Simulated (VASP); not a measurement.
Input of a VASP 6.6.1 run:

Contents of INCAR:

```
SYSTEM = Be
ALGO = Normal
EDIFF = 1E-7
ENCUT = 520
GGA = PE
ISIF = 2
ISMEAR = -1
LASPH = .TRUE.
LCHARG = .FALSE.
LREAL = .FALSE.
LWAVE = .FALSE.
NBANDS = 9
NELM = 100
PREC = Accurate
SIGMA = 0.08
```

KPOINTS

```
k-points
0
G
  19 19 11
  0 0 0
```

The input POSCAR:

```
Be
1.0
    1.8976415267      0.0000000000      0.0000000000
   -0.9488207633      1.6434057694      0.0000000000
    0.0000000000      0.0000000000      3.0412248606
Be
2
Direct
    0.3333333333      0.6666666667      0.2500000000
    0.6666666667      0.3333333333      0.7500000000
```

Potentials or basis: VASP PAW PBE potentials, release 64 (Be).

Run with:

```bash
$ cat potpaw_PBE.64/Be/POTCAR > POTCAR
$ mpirun -np 1 vasp_std > vasp.out
```

**Question.** What does it give for the pressure?

**Answer.** 146.7 GPa.

**Question.** What does it give for the band gap on the k mesh?

**Answer.** Zero (band 2 reaches 12.98 eV, above the bottom of band 3 at 11.12 eV).
